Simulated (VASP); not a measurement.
Input of a VASP 6.6.1 run:

Contents of INCAR:

```
  ALGO = Fast
  EDIFF = 1E-7
  ENCUT = 520
  GGA = PS
  ISIF = 2
  ISMEAR = 0
  LASPH = T
  LCHARG = F
  LREAL = F
  LWAVE = F
  NBANDS = 12
  NELM = 60
  PREC = Accurate
  SIGMA = 0.15
```

Contents of KPOINTS:

```
k-points
0
Gamma
  20 20 20
```

POSCAR

```
Ti
1.0
    0.0000000000      2.0870430000      2.0870430000
    2.0300000000      0.0570430000      2.0300000000
    2.0300000000      2.0300000000      0.0570430000
Ti
1
Direct
    0.0000000000      0.0000000000      0.0000000000
```

Potentials or basis: VASP PAW PBE potentials, release 64 (Ti_sv).

Command:

```bash
$ cat potpaw_PBE.64/Ti_sv/POTCAR > POTCAR
$ mpirun -np 1 vasp_std > vasp.out
```

Task: Estimate the pressure.

Result: -0.4 GPa.

Task: What does it give for the band gap on the k mesh?

Result: Zero (bands 6 and 7 overlap by 1.22 eV).

Stress tensor (GPa, compression positive):
```
-0.56  0.00  0.00
 0.00 -0.37 -3.30
 0.00 -3.30 -0.37
```

Caveat: the cell differs from its parent crystal (strain +0.0562 x Voigt [0, 0, 0, 1, 0, 0]); the PAW data sets were made with another functional, which shifts forces and pressure a little.
